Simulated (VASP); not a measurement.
HgTe, 2 atoms in the cell. It takes space group F-43m (No. 216, cubic). The conventional cell has a = 6.736 Å, b = 6.736 Å, c = 6.736 Å, α = 90.00°, β = 90.00°, γ = 90.00°. Hg (site symmetry -43m) has 4 Te at 2.92 Å within 3.8 Å. Te (site symmetry -43m) has 4 Hg at 2.92 Å within 3.8 Å. 

| Property | Result |
| --- | --- |
| Program | VASP 6.6.1 |
| Task | single point |
| Functional | PBE |
| Potentials or basis | VASP PAW PBE potentials, release 64 (Hg, Te) |
| Cutoff | 520 eV |
| k mesh | 10 × 10 × 10 |
| Occupations | gaussian, width 0.05 eV |
| Spin | no spin polarisation |
| Dipole correction | no |
| Further INCAR settings | ALGO = Normal; EDIFF = 1e-06; NBANDS = 16 |

Potentials or basis: VASP PAW PBE potentials, release 64 (Hg, Te).

Command:

```sh
$ cat potpaw_PBE.64/Hg/POTCAR potpaw_PBE.64/Te/POTCAR > POTCAR
$ mpirun -np 1 vasp_std > vasp.out
```

Hardware: 1 thread of Intel Xeon 8259CL (shared host).

Question: Estimate the wall time of this run.

Answer: Run time: 96 s on 1 thread of Intel Xeon 8259CL (shared host), peak memory 0.24 GiB. Counts: scf iterations 12, k points 47.
